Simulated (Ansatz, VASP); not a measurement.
WS2 in VASP and in Ansatz

```
CELL_PARAMETERS angstrom
3.14761 0.00000 0.00000
-1.57380 6.43494 0.00000
0.00000 0.00000 23.51797
ATOMIC_POSITIONS crystal
S 0.14145 0.28291 0.36143
S 0.90043 0.80085 0.38024
S 0.67136 0.34272 0.47617
S 0.43033 0.86067 0.49498
S 0.20668 0.41357 0.59284
S 0.95644 0.91311 0.61262
W 0.53089 0.06179 0.40908
W 0.06106 0.12223 0.52506
W 0.58902 0.17823 0.63081
```

Alike in both runs: task single point; functional PBEsol; k mesh 9 × 4 × 1; occupations gaussian, width 0.05 eV; no spin polarisation.

|  | VASP | Ansatz |
| --- | --- | --- |
| version | VASP 6.6.1 | Ansatz 0.2.0 |
| potentials or method | VASP PAW PBE potentials, release 64 (S, W_sv), cutoff 520 eV | scalar-relativistic, plane waves, PAW |
| valence electrons in the cell | 78 | 78 |

|  | VASP | Ansatz | Ansatz less VASP |
| --- | --- | --- | --- |
| gap on the k mesh at the Fermi level (eV) | none | none | - |
| rms of the force components (eV/Å) | 0.210 | 0.213 | +0.0033 |

VASP's potentials were made for PBE, not for PBEsol. A gap of «none» marks a metal or a gap that the smearing closes. With one functional, cell and mesh, what is left measures potentials, basis and numerics.

Spin-orbit coupling is off throughout.
